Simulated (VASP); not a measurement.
## HfO2: relaxation of the atoms with PBE

The system is HfO2.

```
CELL_PARAMETERS angstrom
0.00000 2.55750 2.58308
2.55750 0.00000 2.58308
2.55750 2.55750 0.00000
ATOMIC_POSITIONS crystal
Hf 0.00000 0.00000 0.00000
O 0.25000 0.25000 0.25000
O 0.75000 0.75000 0.75000
```

This cell differs from its parent crystal: z stretched by +1 %.

```yaml
Program: VASP 6.6.1
Task: relaxation of the atoms
Functional: PBE
Potentials_or_basis: VASP PAW PBE potentials, release 64 (Hf_pv, O)
Cutoff: 520 eV
k_mesh: 10 × 10 × 10
Occupations: fermi-dirac, width 0.02 eV
Spin: no spin polarisation
Dipole_correction: no
Further_INCAR_settings: ALGO = Normal; EDIFF = 1e-06; IBRION = 2; EDIFFG = -0.02; NSW = 80
```

```
Pressure after relaxing : -8.2 GPa
Band gap on the k mesh  : 3.66 eV, direct
```

Stress tensor (GPa, compression positive):
```
 -6.71   0.00   0.00
  0.00  -6.71   0.00
  0.00   0.00 -11.16
```

Final structure:
```xyz
3
Lattice="0.0000 2.5575 2.5831 2.5575 0.0000 2.5831 2.5575 2.5575 0.0000" Properties=species:S:1:pos:R:3 pbc="T T T"
Hf    0.0000    0.0000    0.0000
O     1.2788    1.2788    1.2915
O     3.8363    3.8363    3.8746
```

Levels at points of the mesh, in eV from the valence-band top:
```
           k point  band 8  band 9  band 10  band 11  band 12  band 13  band 14  band 15
(0.00, 0.00, 0.00)   -5.15   -0.71    -0.58    -0.58     3.70     3.80     5.51     9.93
(0.50, 0.00, 0.00)   -3.02   -2.68    -1.83    -1.82     4.41     4.46     6.61     8.91
(0.50, 0.50, 0.00)   -3.40   -1.47    -1.47    -0.10     3.67     5.27     6.17     7.76
(0.50, 0.00, 0.50)   -3.39   -1.60    -1.43     0.00     3.66     5.28     6.32     7.78
```

Wall time 28 s on 1 thread of Intel(R) Xeon(R) Platinum 8488C (Sapphire Rapids) (shared host), peak memory 0.19 GiB.

Caveat: the cell differs from its parent crystal (z stretched by +1 %); the relaxation stopped at its first step, so nothing moved; spin-orbit coupling is left out, which moves the levels of the heavy elements. A k mesh can miss the band edges.
